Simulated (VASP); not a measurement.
## Ti: single point with PBE

Ti:

```
CELL_PARAMETERS angstrom
-1.48307 1.48307 1.85577
1.48307 -1.48307 1.85577
1.48307 1.48307 -1.85577
ATOMIC_POSITIONS crystal
Ti 0.00000 0.00000 0.00000
```

This cell differs from its parent crystal: volume 16.327 Å^3 an atom, c/a of the conventional cell 1.2513.

```
Program                : VASP 6.6.1
Task                   : single point
Functional             : PBE
Potentials or basis    : VASP PAW PBE potentials, release 64 (Ti_sv)
Cutoff                 : 520 eV
k mesh                 : 22 × 22 × 22
Occupations            : gaussian, width 0.15 eV
Spin                   : no spin polarisation
Dipole correction      : no
Further INCAR settings : ALGO = Fast; EDIFF = 1e-06; NBANDS = 12
```

The pressure is 7.1 GPa and the band gap on the k mesh is zero (band 6 reaches 9.72 eV, above the bottom of band 7 at 8.21 eV).

Stress tensor (GPa, compression positive):
```
6.08 0.00 0.00
0.00 6.08 0.00
0.00 0.00 9.26
```

Levels at points of the mesh, in eV from the Fermi level:
```csv
k point,band 2,band 3,band 4,band 5,band 6,band 7,band 8,band 9,band 10,band 11
"(0.00, 0.00, 0.00)",-32.35,-32.35,-32.34,-6.20,0.72,0.72,1.63,2.09,3.14,15.88
"(0.50, 0.00, 0.00)",-33.17,-32.52,-32.39,-2.70,0.25,0.88,1.47,3.61,4.14,8.93
"(0.50, 0.50, 0.00)",-33.12,-32.65,-32.51,-2.77,-1.62,2.42,3.76,3.80,4.45,10.58
"(0.50, 0.50, 0.50)",-33.08,-32.74,-32.74,-2.70,-2.07,3.88,4.19,4.19,4.90,11.06
```

It took 100 s on 1 thread of Intel(R) Xeon(R) 6975P-C (Granite Rapids), with other jobs on the host, peak memory 0.27 GiB.
